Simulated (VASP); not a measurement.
A run of VASP 6.6.1:

INCAR

```
SYSTEM = Ti
PREC     = Accurate       ! precision mode
ENCUT    = 520            ! plane-wave cutoff, eV
EDIFF    = 1E-7           ! SCF threshold, eV
ISMEAR   = 0              ! smearing method
SIGMA    = 0.1            ! smearing width, eV
LREAL    = .False.        ! projectors in reciprocal space
LASPH    = .True.         ! aspherical terms in the spheres
NELM     = 100            ! most SCF steps
ALGO     = Fast           ! electronic algorithm
ISIF     = 2              ! what is computed and relaxed
LWAVE    = .False.        ! write WAVECAR
LCHARG   = .True.         ! write CHGCAR
GGA      = PS             ! functional
LELF     = .True.         ! ELF
LVHAR    = .True.       
ISYM     = 0            
NBANDS   = 12             ! bands
```

KPOINTS

```
regular mesh
0
Gamma
  12 12 14
  0 0 0
```

File POSCAR:

```
Ti
1.0
    2.8394270070      0.0000000000      0.0000000000
   -1.4197135035      2.4590159203      0.0000000000
    1.4197135035      0.8196719734      2.3698609324
Ti
1
Direct
    0.0000000000      0.0000000000      0.0000000000
```

Potentials or basis: VASP PAW PBE potentials, release 64 (Ti_sv).

Run with:

```sh
$ cat potpaw_PBE.64/Ti_sv/POTCAR > POTCAR
$ mpirun -np 1 vasp_std > vasp.out
```

Hardware: 1 thread of AMD EPYC 7R13 Processor (Zen 3), with other jobs on the host.

Question: Estimate the wall time of this run.

Answer: Wall time 7.3 min on 1 thread of AMD EPYC 7R13 Processor (Zen 3), on a shared host, peak memory 0.27 GiB. Counts: scf iterations 24, k points 1012.
